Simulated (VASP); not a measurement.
# MnO (I4/mmm) in VASP: a series of runs

MnO is run at these levels: PBEsol; tasks: single point.

Everything below comes from runs of VASP 6.6.1. Logs are shortened: lines on timing, memory, paths and dates and some standing lists are left out, and cuts for length are marked.

## Step 1: The cell of the first run

The structure is tetragonal, space group I4/mmm (No. 139). Conventional cell: a = 3.142 Å, b = 3.142 Å, c = 4.888 Å, α = 90.00°, β = 90.00°, γ = 90.00°. Mn (site symmetry 4/mmm) has 6 O at 2.22 to 2.44 Å within 2.9 Å. O (site symmetry 4/mmm) has 6 Mn at 2.22 to 2.44 Å within 2.9 Å.

## Step 2: Single point, PBEsol, collinear spin, ferromagnetic start (strain +0.1000 x Voigt [0, 1, 0, 0, 0, 0])

INCAR reads:

```
PREC     = Accurate       # precision mode
ENCUT    = 520            # plane-wave cutoff, eV
EDIFF    = 1E-6           # SCF threshold, eV
ISMEAR   = 0              # smearing method
SIGMA    = 0.15           # smearing width, eV
LREAL    = False          # projectors in reciprocal space
LASPH    = True           # aspherical terms in the spheres
NELM     = 150            # most SCF steps
ALGO     = Normal         # electronic algorithm
ISIF     = 2              # what is computed and relaxed
LWAVE    = False          # write WAVECAR
LCHARG   = False          # write CHGCAR
ISPIN    = 2              # spin polarisation
MAGMOM   = 4.41 0.25      # initial moments
LORBIT   = 11             # projections on sites
LMAXMIX  = 4              # l up to which the mixer works
GGA      = PS             # functional
NBANDS   = 20             # bands
```

KPOINTS reads:

```
Automatic mesh
0
Gamma
  18 18 18
```

POSCAR reads:

```
MnO
1.0
    0.0000000000      2.4442000000      2.2220000000
    2.2220000000      0.0000000000      2.2220000000
    2.2220000000      2.4442000000      0.0000000000
Mn O
1 1
Direct
    0.0000000000      0.0000000000      0.0000000000
    0.5000000000      0.5000000000      0.5000000000
```

Potentials or basis: VASP PAW PBE potentials, release 64 (Mn_pv, O).

Run with:

```
$ cat potpaw_PBE.64/Mn_pv/POTCAR potpaw_PBE.64/O/POTCAR > POTCAR
$ mpirun -np 1 vasp_std > vasp.out
```

OUTCAR:

```text
PREC = Accurate
   ENCUT = 520
   EDIFF = 1E-6
   ISMEAR = 0
   LREAL = False
   LASPH = True
   NELM = 150
   ISIF = 2
   ISPIN = 2
   LORBIT = 11
   GGA = PS

 ion  position               nearest neighbor table
   1  0.000  0.000  0.000-   2 2.22   2 2.22   2 2.22   2 2.22   2 2.44   2 2.44
   2  0.500  0.500  0.500-   1 2.22   1 2.22   1 2.22   1 2.22   1 2.44   1 2.44

  LATTYP: Found a body centered tetragonal cell.
 ALAT       =     3.1423825356
 C/A-ratio  =     1.5556349186

  Lattice vectors:

 A1 = (   0.0000000000,  -2.4442000000,   2.2220000000)
 A2 = (   0.0000000000,  -2.4442000000,  -2.2220000000)
 A3 = (   2.2220000000,   2.4442000000,   0.0000000000)

Analysis of symmetry for initial positions (statically):
=====================================================================
 Subroutine PRICEL returns:
 Original cell was already a primitive cell.

 Routine SETGRP: Setting up the symmetry group for a
 body centered tetragonal supercell.

 Subroutine GETGRP returns: Found 16 space group operations
 (whereof 16 operations were pure point group operations)
 out of a pool of 16 trial point group operations.

The static configuration has the point symmetry D_4h.

Analysis of symmetry for dynamics (positions and initial velocities):
=====================================================================
 Subroutine PRICEL returns:
 Original cell was already a primitive cell.

 Routine SETGRP: Setting up the symmetry group for a
 body centered tetragonal supercell.

 Subroutine GETGRP returns: Found 16 space group operations
 (whereof 16 operations were pure point group operations)
 out of a pool of 16 trial point group operations.

The dynamic configuration has the point symmetry D_4h.

Analysis of structural, dynamic, and magnetic symmetry:
=====================================================================
 Subroutine PRICEL returns:
 Original cell was already a primitive cell.

 Routine SETGRP: Setting up the symmetry group for a
 body centered tetragonal supercell.

 Subroutine GETGRP returns: Found 16 space group operations
 (whereof 16 operations were pure point group operations)
 out of a pool of 16 trial point group operations.

The overall configuration has the point symmetry D_4h.

 Subroutine INISYM returns: Found 16 space group operations
 (whereof 16 operations are pure point group operations),
 and found     1 'primitive' translations

----------------------------------------------------------------------------------------

                                     Primitive cell

  volume of cell :      24.1354

  direct lattice vectors                    reciprocal lattice vectors
     0.000000000  2.444200000  2.222000000    -0.225022502  0.204565911  0.225022502
     2.222000000  0.000000000  2.222000000     0.225022502 -0.204565911  0.225022502
     2.222000000  2.444200000  0.000000000     0.225022502  0.204565911 -0.225022502

  length of vectors
     3.303240476  3.142382536  3.303240476     0.378308690  0.378308690  0.378308690

  position of ions in fractional coordinates (direct lattice)
     0.000000000  0.000000000  0.000000000
     0.500000000  0.500000000  0.500000000

  ion indices of the primitive-cell ions
   primitive index   ion index
                 1           1
                 2           2

----------------------------------------------------------------------------------------

 KPOINTS: Automatic mesh

Automatic generation of k-mesh.
 Grid dimensions read from file:
 generate k-points for:   18   18   18

 Generating k-lattice:

  Cartesian coordinates                     Fractional coordinates (reciprocal lattice)
    -0.012501250  0.011364773  0.012501250     0.055555556  0.000000000 -0.000000000
     0.012501250 -0.011364773  0.012501250     0.000000000  0.055555556  0.000000000
     0.012501250  0.011364773 -0.012501250    -0.000000000  0.000000000  0.055555556

  Length of vectors
     0.021017149  0.021017149  0.021017149

  Shift w.r.t. Gamma in fractional coordinates (k-lattice)
     0.000000000  0.000000000  0.000000000

 Subroutine IBZKPT returns following result:
 ===========================================

 Found    480 irreducible k-points:

 Following reciprocal coordinates:
            Coordinates               Weight
  0.000000  0.000000  0.000000      1.000000
  0.055556  0.000000  0.000000      8.000000
  0.111111  0.000000  0.000000      8.000000
  0.166667  0.000000 -0.000000      8.000000
  0.222222  0.000000 -0.000000      8.000000
  0.277778  0.000000 -0.000000      8.000000
[... 16 lines left out ...]
 -0.277778  0.055556  0.000000     16.000000
 -0.222222  0.055556  0.000000     16.000000
 [... further k-points ...]
   k-points           NKPTS =    480   k-points in BZ     NKDIM =    480   number of bands    NBANDS=     20
   number of dos      NEDOS =    301   number of ions     NIONS =      2
   total plane-waves  NPLWV =  18816
   dimension x,y,z NGX =    28 NGY =   24 NGZ =   28
   dimension x,y,z NGXF=    56 NGYF=   48 NGZF=   56
   ions per type =               1   1
   NGX,Y,Z   is equivalent  to a cutoff of  14.09, 12.70, 14.09 a.u.
   NGXF,Y,Z  is equivalent  to a cutoff of  28.18, 25.39, 28.18 a.u.
 SYSTEM =  unknown system
   PREC   = accura    normal or accurate (medium, high low for compatibility)
   ISTART =      0    job   : 0-new  1-cont  2-samecut
   ICHARG =      2    charge: 1-file 2-atom 10-const
   ISPIN  =      2    spin polarized calculation?
   LNONCOLLINEAR =      F non collinear calculations
   LSORBIT =      F    spin-orbit coupling
   LASPH  =      T    aspherical Exc in radial PAW
   ENCUT  =  520.0 eV  38.22 Ry    6.18 a.u.   6.14  5.84  6.14*2*pi/ulx,y,z
   NELM   =    150;   NELMIN=  2; NELMDL= -5     # of ELM steps
   EDIFF  = 0.1E-05   stopping-criterion for ELM
   LREAL  =      F    real-space projection
[... 7 lines left out ...]
   TEBEG  =    0.0;   TEEND  =   0.0 temperature during run
   PSTRESS=    0.0 pullay stress
   NELECT =      19.0000    total number of electrons
   NUPDOWN=      -1.0000    fix difference up-down
   EMIN   =  10.00;   EMAX   =-10.00  energy-range for DOS
   EFERMI =   0.00;   METHOD = LEGACY
   ISMEAR =     0;   SIGMA  =   0.15  broadening in eV -4-tet -1-fermi 0-gaus
   EFERMI_NEDOS =   21; number of points for ismear=-14 and -15
   IALGO  =     38    algorithm
   IMIX   =      4    mixing-type and parameters
     AMIX     =   0.40;   BMIX     =  1.00
     AMIX_MAG =   1.60;   BMIX_MAG =  1.00
  volume/ion in A,a.u.               =      12.07        81.44
  Fermi-wavevector in a.u.,A,eV,Ry     =   1.511615  2.856537 31.089023  2.284979
  Thomas-Fermi vector in A             =   2.621648
   LORBIT       =     11    0 simple, 1 ext, 2 COOP (PROOUT), +10 PAW based schemes
   GGA     = PS    functional components
   LHFCALC =     F    Hartree Fock is set to
   AEXX    =    0.0000 exact exchange contribution
   IVDW    =     0    specifies the selected vdW correction
   LEPSILON=     F    determine dielectric tensor
   LRPA    =     F    only Hartree local field effects (RPA)
 spin polarized calculation
 Gauss-broadening in eV      SIGMA  =   0.15
  energy-cutoff  :      520.00
  volume of cell :       24.14
 maximum number of plane-waves:       663
 NGX is ok and might be reduce to    28
   NGX = 13   NGY = 11   NGZ = 13

 number of electron      19.0000009 magnetization       4.8565358

 Free energy of the ion-electron system (eV)
  ---------------------------------------------------
  ext. energy  EPLUGINS =         0.00000000
  ---------------------------------------------------
  free energy    TOTEN  =       -17.08200527 eV

  energy without entropy =      -17.07606084  energy(sigma->0) =      -17.07903305

 E-fermi :   6.3360     XC(G=0): -11.5698

 val. band max:        6.3351752584   @ k =   0.3889   0.0000   0.2778
 cond. band min:       6.3384333895   @ k =   0.1111   0.0000   0.1111
 fundamental gap:      0.0032581311
 Fermi energy:         6.3360403193

 spin component 1

 k-point     1 :       0.0000    0.0000    0.0000
  band No.  band energies     occupation
      1     -44.0266      1.00000
      2     -43.9599      1.00000
      3     -43.9599      1.00000
      4     -13.2316      1.00000
      5       2.8149      1.00000
      6       2.8149      1.00000
[... 12 lines left out ...]
     19      25.3702      0.00000
     20      25.3702      0.00000

 k-point     2 :       0.0556    0.0000    0.0000
  band No.  band energies     occupation
      1     -44.0271      1.00000
      2     -43.9611      1.00000
      3     -43.9600      1.00000
      4     -13.2086      1.00000
      5       2.4559      1.00000
      6       2.5971      1.00000
[... 498 lines left out ...]
 k-point    24 :      -0.2222    0.0556    0.0000
  band No.  band energies     occupation
      1     -44.0351      1.00000
      2     -43.9758      1.00000
      3     -43.9623      1.00000
      4     -12.8553      1.00000
      5       0.2756      1.00000
      6       1.3357      1.00000
[... 12 lines left out ...]
     19      25.3654      0.00000
     20      29.0329      0.00000

 [... further k-points ...]

 spin component 2

 k-point     1 :       0.0000    0.0000    0.0000
  band No.  band energies     occupation
      1     -39.3261      1.00000
      2     -39.2949      1.00000
      3     -39.2948      1.00000
      4     -12.7846      1.00000
      5       3.1897      1.00000
      6       3.1898      1.00000
[... 12 lines left out ...]
     19      27.5223      0.00000
     20      27.6031      0.00000

 k-point     2 :       0.0556    0.0000    0.0000
  band No.  band energies     occupation
      1     -39.3267      1.00000
      2     -39.2964      1.00000
      3     -39.2949      1.00000
      4     -12.7625      1.00000
      5       3.0173      1.00000
      6       3.1349      1.00000
[... 498 lines left out ...]
 k-point    24 :      -0.2222    0.0556    0.0000
  band No.  band energies     occupation
      1     -39.3392      1.00000
      2     -39.3128      1.00000
      3     -39.2977      1.00000
      4     -12.4239      1.00000
      5       1.1482      1.00000
      6       2.4851      1.00000
[... 12 lines left out ...]
     19      26.9186      0.00000
     20      30.4284      0.00000

 [... further k-points ...]
[... 5 lines left out ...]
  --------------------------------------------------------------------------------------
  -------------------------------------------------------------------------------------
  Total       -2.3468256     -2.0283644     -2.3468256      0.0000000     -0.0000000      0.0000000
  in kB     -155.7889174   -134.6485619   -155.7889174      0.0000000     -0.0000000      0.0000000
  external PRESSURE =    -148.7421323 kB  Pullay stress =       0.0000000 kB

 VOLUME and BASIS-vectors are now :
 -----------------------------------------------------------------------------
  energy-cutoff  :      520.00
  volume of cell :       24.14
      direct lattice vectors                 reciprocal lattice vectors
     0.000000000  2.444200000  2.222000000    -0.225022502  0.204565911  0.225022502
     2.222000000  0.000000000  2.222000000     0.225022502 -0.204565911  0.225022502
     2.222000000  2.444200000  0.000000000     0.225022502  0.204565911 -0.225022502

 POSITION                                       TOTAL-FORCE (eV/Angst)
 -----------------------------------------------------------------------------------
      0.00000      0.00000      0.00000         0.000000     -0.000000      0.000000
      2.22200      2.44420      2.22200         0.000000      0.000000      0.000000
 -----------------------------------------------------------------------------------
    total drift:                                0.000000      0.000000      0.000000

  FREE ENERGIE OF THE ION-ELECTRON SYSTEM (eV)
  ---------------------------------------------------
  free  energy   TOTEN  =       -17.0820052672 eV

  energy  without entropy=      -17.0760608353  energy(sigma->0) =      -17.07903305

 total charge

# of ion       s       p       d       tot
------------------------------------------
    1        0.198   6.156   4.930  11.283
    2        1.557   3.360   0.000   4.916
--------------------------------------------------
tot          1.755   9.516   4.930  16.200

 magnetization (x)

# of ion       s       p       d       tot
------------------------------------------
    1        0.038   0.024   4.326   4.388
    2        0.027   0.165   0.000   0.193
--------------------------------------------------
tot          0.065   0.189   4.326   4.580
```

It took 8 min on 1 thread of Intel Xeon Platinum 8488C (Sapphire Rapids), shared host; peak memory 0.43 GiB.

Results:

- Free energy: -17.0820 eV
- Pressure: -14.9 GPa
- Net moment: 4.86 μB per cell
- Site moments: Mn +4.39; O +0.19 μB
- Valence electrons inside the program's atomic spheres: Mn 11.28; O 4.92

Caveat: the cell differs from its parent crystal (strain +0.1000 x Voigt [0, 1, 0, 0, 0, 0]); the cell stands under tension; the PAW data sets were made with another functional, which shifts forces and pressure a little; a cell with one magnetic atom can't hold antiferromagnetic order, which such compounds often take; semilocal functionals often make such compounds metallic where correlation or magnetic order opens a gap, which also shifts bond lengths.

## Step 3: Single point, PBEsol, collinear spin, ferromagnetic start (strain +0.0875 x Voigt [0, 1, 0, 0, 0, 0])

INCAR reads:

```
SYSTEM = MnO
ALGO = Normal
EDIFF = 1E-6
ENCUT = 520
GGA = PS
ISIF = 2
ISMEAR = 0
ISPIN = 2
LASPH = .True.
LCHARG = .True.
LELF = .True.
LMAXMIX = 4
LORBIT = 11
LREAL = .False.
LVHAR = .True.
LWAVE = .False.
MAGMOM = 4.41 0.25
NBANDS = 20
NELM = 150
PREC = Accurate
SIGMA = 0.15
```

KPOINTS reads:

```
k-points
0
Gamma
  18 18 18
  0 0 0
```

POSCAR reads:

```
MnO
1.0
    0.0000000000      2.4164250000      2.2220000000
    2.2220000000      0.0000000000      2.2220000000
    2.2220000000      2.4164250000      0.0000000000
Mn O
1 1
Direct
    0.0000000000      0.0000000000      0.0000000000
    0.5000000000      0.5000000000      0.5000000000
```

Potentials or basis: VASP PAW PBE potentials, release 64 (Mn_pv, O).

Run with:

```
$ cat potpaw_PBE.64/Mn_pv/POTCAR potpaw_PBE.64/O/POTCAR > POTCAR
$ mpirun -np 1 vasp_std > vasp.out
```

It took 2.9 min on 1 thread of Intel Xeon Platinum 8488C (Sapphire Rapids), shared host; peak memory 0.41 GiB.

Results (log left out):

```yaml
Free_energy: -17.1042 eV
Pressure: -14.1 GPa
Net_moment: 4.85 μB per cell
Site_moments: Mn +4.38; O +0.19 μB
Valence_electrons_inside_the_program's_atomic_spheres: Mn 11.29; O 4.92
```

Stress tensor (GPa, compression positive):
```
-14.79   0.00   0.00
  0.00 -12.83   0.00
  0.00   0.00 -14.79
```

Levels at points of the mesh, in eV from the Fermi level:
Spin up:
| k point | band 9 | band 10 | band 11 | band 12 | band 13 | band 14 | band 15 | band 16 |
| --- | --- | --- | --- | --- | --- | --- | --- | --- |
| (0.00, 0.00, 0.00) | -3.08 | -3.08 | -2.98 | -2.59 | -0.80 | 13.60 | 15.55 | 15.56 |
| (0.50, 0.00, 0.00) | -2.33 | -1.94 | -0.38 | 0.32 | 3.11 | 7.00 | 10.45 | 12.04 |
| (0.50, 0.50, 0.00) | -2.43 | -2.28 | -2.06 | -1.96 | 4.44 | 7.56 | 9.53 | 11.75 |
| (0.50, 0.00, 0.50) | -2.34 | -2.20 | -2.20 | -2.19 | 4.28 | 6.61 | 10.49 | 13.26 |
Spin down:
```
           k point  band 3  band 4  band 5  band 6  band 7  band 8  band 9  band 10  band 11  band 12
(0.00, 0.00, 0.00)  -45.61  -19.17   -3.15   -3.15   -2.90    0.12    0.56     0.97     0.97     1.48
(0.50, 0.00, 0.00)  -45.61  -18.35   -6.82   -4.49   -4.34    1.87    1.88     2.00     3.07     3.69
(0.50, 0.50, 0.00)  -45.64  -18.32   -5.89   -4.29   -3.77   -0.57    1.81     2.14     2.16     2.43
(0.50, 0.00, 0.50)  -45.63  -18.46   -5.98   -3.86   -3.86   -0.56    1.84     1.96     2.27     2.27
```

Caveat: the cell differs from its parent crystal (strain +0.0875 x Voigt [0, 1, 0, 0, 0, 0]); the cell stands under tension; the PAW data sets were made with another functional, which shifts forces and pressure a little; a cell with one magnetic atom can't hold antiferromagnetic order, which such compounds often take; semilocal functionals often make such compounds metallic where correlation or magnetic order opens a gap, which also shifts bond lengths.
